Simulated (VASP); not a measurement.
# GaAs (Pmma) in VASP: notebook

GaAs is run at these levels: PBE; tasks: single point, relaxation of cell and atoms.

Program: VASP 6.6.1. These are calculated values, not measurements. Logs are shortened: lines on timing, memory, paths and dates and some standing lists are left out, and cuts for length are marked.

### 1 The cell of the first run

It takes space group Pmma (No. 51, orthorhombic). The conventional cell has a = 7.695 Å, b = 4.382 Å, c = 4.149 Å, α = 90.00°, β = 90.00°, γ = 90.00°. Ga (site symmetry mm2) has 4 As at 2.42 to 2.50 Å within 3.2 Å. Within 2.9 Å of Ga (site symmetry 2/m) lie 4 As at 2.19 to 2.42 Å. Within 3.2 Å of As (site symmetry mm2) lie 4 Ga at 2.42 to 2.50 Å. Within 2.9 Å of As (site symmetry 2/m) lie 4 Ga at 2.19 to 2.42 Å.

### 2 Single point, PBE

File INCAR:

```
SYSTEM = GaAs
PREC = Accurate
ENCUT = 520
EDIFF = 1E-6
ISMEAR = 0
SIGMA = 0.1
LREAL = .FALSE.
LASPH = .TRUE.
NELM = 100
ALGO = Normal
ISIF = 2
LWAVE = .FALSE.
LCHARG = .FALSE.
GGA = PE
NBANDS = 46
```

File KPOINTS:

```
regular mesh
0
G
  2 4 4
  0 0 0
```

File POSCAR:

```
GaAs
1.0
    7.6952952100      0.0000000000      0.0000000000
    0.0000000000      4.3816005500      0.0000000000
    0.0000000000      0.0000000000      4.1487817700
Ga As
4 4
Direct
    0.7500000000      0.0000000000      0.3554073800
    0.0000000000      0.5000000000      0.0000000000
    0.2500000000      0.0000000000      0.6445926200
    0.5000000000      0.5000000000      0.0000000000
    0.7500000000      0.5000000000      0.6445926200
    0.0000000000      0.0000000000      0.0000000000
    0.2500000000      0.5000000000      0.3554073800
    0.5000000000      0.0000000000      0.0000000000
```

Potentials or basis: VASP PAW PBE potentials, release 64 (Ga_d, As).

Command:

```bash
$ cat potpaw_PBE.64/Ga_d/POTCAR potpaw_PBE.64/As/POTCAR > POTCAR
$ mpirun -np 1 vasp_std > vasp.out
```

OUTCAR:

```text
SYSTEM = GaAs
   PREC = Accurate
   ENCUT = 520
   EDIFF = 1E-6
   ISMEAR = 0
   LREAL = .FALSE.
   LASPH = .TRUE.
   NELM = 100
   ISIF = 2
   GGA = PE

 ion  position               nearest neighbor table
   1  0.750  0.000  0.355-   6 2.42   8 2.42   5 2.50   5 2.50
   2  0.000  0.500  0.000-   6 2.19   6 2.19   7 2.42   5 2.42
   3  0.250  0.000  0.645-   6 2.42   8 2.42   7 2.50   7 2.50
   4  0.500  0.500  0.000-   8 2.19   8 2.19   5 2.42   7 2.42
   5  0.750  0.500  0.645-   2 2.42   4 2.42   1 2.50   1 2.50
   6  0.000  0.000  0.000-   2 2.19   2 2.19   3 2.42   1 2.42
   7  0.250  0.500  0.355-   2 2.42   4 2.42   3 2.50   3 2.50
   8  0.500  0.000  0.000-   4 2.19   4 2.19   1 2.42   3 2.42

  LATTYP: Found a simple orthorhombic cell.
 ALAT       =     4.1487817700
 B/A-ratio  =     1.0561173841
 C/A-ratio  =     1.8548324874

  Lattice vectors:

 A1 = (   0.0000000000,   0.0000000000,  -4.1487817700)
 A2 = (   0.0000000000,   4.3816005500,   0.0000000000)
 A3 = (   7.6952952100,   0.0000000000,   0.0000000000)

Analysis of symmetry for initial positions (statically):
=====================================================================
 Subroutine PRICEL returns:
 Original cell was already a primitive cell.

 Routine SETGRP: Setting up the symmetry group for a
 simple orthorhombic supercell.

 Subroutine GETGRP returns: Found  8 space group operations
 (whereof  4 operations were pure point group operations)
 out of a pool of  8 trial point group operations.

The static configuration has the point symmetry C_2h.
 The point group associated with its full space group is D_2h.

Analysis of symmetry for dynamics (positions and initial velocities):
=====================================================================
 Subroutine PRICEL returns:
 Original cell was already a primitive cell.

 Routine SETGRP: Setting up the symmetry group for a
 simple orthorhombic supercell.

 Subroutine GETGRP returns: Found  8 space group operations
 (whereof  4 operations were pure point group operations)
 out of a pool of  8 trial point group operations.

The dynamic configuration has the point symmetry C_2h.
 The point group associated with its full space group is D_2h.

 Subroutine INISYM returns: Found  8 space group operations
 (whereof  4 operations are pure point group operations),
 and found     1 'primitive' translations

----------------------------------------------------------------------------------------

                                     Primitive cell

  volume of cell :     139.8874

  direct lattice vectors                    reciprocal lattice vectors
     7.695295210  0.000000000  0.000000000     0.129949531  0.000000000  0.000000000
     0.000000000  4.381600550  0.000000000     0.000000000  0.228227103  0.000000000
     0.000000000  0.000000000  4.148781770     0.000000000  0.000000000  0.241034611

  length of vectors
     7.695295210  4.381600550  4.148781770     0.129949531  0.228227103  0.241034611

  position of ions in fractional coordinates (direct lattice)
     0.750000000  0.000000000  0.355407380
     0.000000000  0.500000000  0.000000000
     0.250000000  0.000000000  0.644592620
     0.500000000  0.500000000  0.000000000
     0.750000000  0.500000000  0.644592620
     0.000000000  0.000000000  0.000000000
     0.250000000  0.500000000  0.355407380
     0.500000000  0.000000000  0.000000000

  ion indices of the primitive-cell ions
   primitive index   ion index
                 1           1
                 2           2
                 3           3
                 4           4
                 5           5
                 6           6
                 7           7
                 8           8

----------------------------------------------------------------------------------------

 KPOINTS: regular mesh

Automatic generation of k-mesh.
 Grid dimensions read from file:
 generate k-points for:    2    4    4

 Generating k-lattice:

  Cartesian coordinates                     Fractional coordinates (reciprocal lattice)
     0.064974765  0.000000000  0.000000000     0.500000000  0.000000000  0.000000000
     0.000000000  0.057056776  0.000000000     0.000000000  0.250000000  0.000000000
     0.000000000  0.000000000  0.060258653     0.000000000  0.000000000  0.250000000

  Length of vectors
     0.064974765  0.057056776  0.060258653

  Shift w.r.t. Gamma in fractional coordinates (k-lattice)
     0.000000000  0.000000000  0.000000000

 Subroutine IBZKPT returns following result:
 ===========================================

 Found     18 irreducible k-points:

 Following reciprocal coordinates:
            Coordinates               Weight
  0.000000  0.000000  0.000000      1.000000
  0.500000  0.000000  0.000000      1.000000
  0.000000  0.250000  0.000000      2.000000
  0.500000  0.250000  0.000000      2.000000
  0.000000  0.500000  0.000000      1.000000
  0.500000  0.500000  0.000000      1.000000
[... 10 lines left out ...]
  0.000000  0.500000  0.500000      1.000000
  0.500000  0.500000  0.500000      1.000000
   k-points           NKPTS =     18   k-points in BZ     NKDIM =     18   number of bands    NBANDS=     46
   number of dos      NEDOS =    301   number of ions     NIONS =      8
   total plane-waves  NPLWV =  69120
   dimension x,y,z NGX =    60 NGY =   36 NGZ =   32
   dimension x,y,z NGXF=   120 NGYF=   72 NGZF=   64
   ions per type =               4   4
   NGX,Y,Z   is equivalent  to a cutoff of  12.96, 13.66, 12.82 a.u.
   NGXF,Y,Z  is equivalent  to a cutoff of  25.92, 27.32, 25.65 a.u.
 SYSTEM =  GaAs
   PREC   = accura    normal or accurate (medium, high low for compatibility)
   ISTART =      0    job   : 0-new  1-cont  2-samecut
   ICHARG =      2    charge: 1-file 2-atom 10-const
   ISPIN  =      1    spin polarized calculation?
   LNONCOLLINEAR =      F non collinear calculations
   LSORBIT =      F    spin-orbit coupling
   LASPH  =      T    aspherical Exc in radial PAW
   ENCUT  =  520.0 eV  38.22 Ry    6.18 a.u.  14.31  8.15  7.71*2*pi/ulx,y,z
   NELM   =    100;   NELMIN=  2; NELMDL= -5     # of ELM steps
   EDIFF  = 0.1E-05   stopping-criterion for ELM
   LREAL  =      F    real-space projection
   EDIFFG = 0.1E-04   stopping-criterion for IOM
   NSW    =      0    number of steps for IOM
   IBRION =     -1    ionic relax: 0-MD 1-quasi-New 2-CG
   NFREE  =      0    steps in history (QN), initial steepest desc. (CG)
   ISIF   =      2    stress and relaxation
   ISYM   =      2    0-nonsym 1-usesym 2-fastsym
   POTIM  = 0.5000    time-step for ionic-motion
   TEBEG  =    0.0;   TEEND  =   0.0 temperature during run
   PSTRESS=    0.0 pullay stress
   NELECT =      72.0000    total number of electrons
   NUPDOWN=      -1.0000    fix difference up-down
   EMIN   =  10.00;   EMAX   =-10.00  energy-range for DOS
   EFERMI =   0.00;   METHOD = LEGACY
   ISMEAR =     0;   SIGMA  =   0.10  broadening in eV -4-tet -1-fermi 0-gaus
   EFERMI_NEDOS =   21; number of points for ismear=-14 and -15
   IALGO  =     38    algorithm
   IMIX   =      4    mixing-type and parameters
     AMIX     =   0.40;   BMIX     =  1.00
     AMIX_MAG =   1.60;   BMIX_MAG =  1.00
  volume/ion in A,a.u.               =      17.49       118.00
  Fermi-wavevector in a.u.,A,eV,Ry     =   1.311977  2.479276 23.419474  1.721283
  Thomas-Fermi vector in A             =   2.442401
   LORBIT       =      0    0 simple, 1 ext, 2 COOP (PROOUT), +10 PAW based schemes
   GGA     = PE    functional components
   LHFCALC =     F    Hartree Fock is set to
   AEXX    =    0.0000 exact exchange contribution
   IVDW    =     0    specifies the selected vdW correction
   LEPSILON=     F    determine dielectric tensor
   LRPA    =     F    only Hartree local field effects (RPA)
 non-spin polarized calculation
 Gauss-broadening in eV      SIGMA  =   0.10
  energy-cutoff  :      520.00
  volume of cell :      139.89
 maximum number of plane-waves:      3792
 NGX is ok and might be reduce to    60
   NGX = 29   NGY = 17   NGZ = 15

 number of electron      72.0000009 magnetization

 Free energy of the ion-electron system (eV)
  ---------------------------------------------------
  ext. energy  EPLUGINS =         0.00000000
  ---------------------------------------------------
  free energy    TOTEN  =       -26.08467445 eV

  energy without entropy =      -26.06261478  energy(sigma->0) =      -26.07364461

 E-fermi :   6.8997     XC(G=0): -11.0450

 val. band max:        6.8484266370   @ k =   0.5000   0.2500   0.0000
 cond. band min:       6.9152348525   @ k =   0.0000   0.0000   0.5000
 fundamental gap:      0.0668082155
 Fermi energy:         6.8997144911

 k-point     1 :       0.0000    0.0000    0.0000
  band No.  band energies     occupation
      1      -9.4902      2.00000
      2      -9.4476      2.00000
      3      -9.0374      2.00000
      4      -8.9699      2.00000
      5      -8.9648      2.00000
      6      -8.9262      2.00000
[... 38 lines left out ...]
     45      12.0602      0.00000
     46      12.7671      0.00000

 k-point     2 :       0.5000    0.0000    0.0000
  band No.  band energies     occupation
      1      -9.4671      2.00000
      2      -9.4671      2.00000
      3      -8.9757      2.00000
      4      -8.9757      2.00000
      5      -8.9672      2.00000
      6      -8.9672      2.00000
[... 38 lines left out ...]
     45      10.8725      0.00000
     46      10.8725      0.00000

 k-point     3 :       0.0000    0.2500    0.0000
  band No.  band energies     occupation
      1      -9.3547      2.00000
      2      -9.3317      2.00000
      3      -9.0298      2.00000
      4      -8.9828      2.00000
      5      -8.9776      2.00000
      6      -8.9259      2.00000
[... 724 lines left out ...]
     45      13.5021      0.00000
     46      13.6179      0.00000

 k-point    18 :       0.5000    0.5000    0.5000
  band No.  band energies     occupation
      1      -9.2058      2.00000
      2      -9.2058      2.00000
      3      -9.0022      2.00000
      4      -9.0022      2.00000
      5      -8.9947      2.00000
      6      -8.9947      2.00000
[... 38 lines left out ...]
     45      13.3745      0.00000
     46      13.3745      0.00000

------------------------ aborting loop because EDIFF is reached ----------------------------------------

  FORCE on cell =-STRESS in cart. coord.  units (eV):
  Direction    XX          YY          ZZ          XY          YZ          ZX
  --------------------------------------------------------------------------------------
  -------------------------------------------------------------------------------------
  Total       17.0332965     40.5841057      9.7328978      0.0000000      0.0000000      0.0000000
  in kB      195.0880336    464.8233156    111.4741286      0.0000000      0.0000000      0.0000000
  external PRESSURE =     257.1284926 kB  Pullay stress =       0.0000000 kB

 VOLUME and BASIS-vectors are now :
 -----------------------------------------------------------------------------
  energy-cutoff  :      520.00
  volume of cell :      139.89
      direct lattice vectors                 reciprocal lattice vectors
     7.695295210  0.000000000  0.000000000     0.129949531  0.000000000  0.000000000
     0.000000000  4.381600550  0.000000000     0.000000000  0.228227103  0.000000000
     0.000000000  0.000000000  4.148781770     0.000000000  0.000000000  0.241034611

 POSITION                                       TOTAL-FORCE (eV/Angst)
 -----------------------------------------------------------------------------------
      5.77147      0.00000      1.47451         0.000000      0.000000      1.088304
      0.00000      2.19080      0.00000        -0.000000      0.000000      0.000000
      1.92382      0.00000      2.67427        -0.000000      0.000000     -1.088304
      3.84765      2.19080      0.00000        -0.000000      0.000000      0.000000
      5.77147      2.19080      2.67427        -0.000000     -0.000000     -1.670277
      0.00000      0.00000      0.00000        -0.000000      0.000000      0.000000
      1.92382      2.19080      1.47451        -0.000000      0.000000      1.670277
      3.84765      0.00000      0.00000        -0.000000      0.000000      0.000000
 -----------------------------------------------------------------------------------
    total drift:                                0.000000      0.000000      0.000000

  FREE ENERGIE OF THE ION-ELECTRON SYSTEM (eV)
  ---------------------------------------------------
  free  energy   TOTEN  =       -26.0846744487 eV

  energy  without entropy=      -26.0626147805  energy(sigma->0) =      -26.07364461
```

Run time: 43 s. Hardware: 1 thread of Intel Xeon 6975P-C (Granite Rapids), shared host; peak memory 0.3 GiB.

Results:

- Free energy: -26.0847 eV
- Pressure: 25.7 GPa
- Largest force: 1.670 eV/Å
- Band gap on the k mesh: zero (band 36 reaches 7.12 eV, above the bottom of band 37 at 6.83 eV)

Forces on the atoms (eV/Å):
```
Ga   0.000  0.000  1.088
Ga   0.000  0.000  0.000
Ga   0.000  0.000 -1.088
Ga   0.000  0.000  0.000
As   0.000  0.000 -1.670
As   0.000  0.000  0.000
As   0.000  0.000  1.670
As   0.000  0.000  0.000
```

Caveat: the k points lie up to 0.41 Å⁻¹ apart; forces of over 1 eV/Å act on the atoms, so gaps and moduli don't describe the material at rest.

(Part 1 of 2 ends here.)
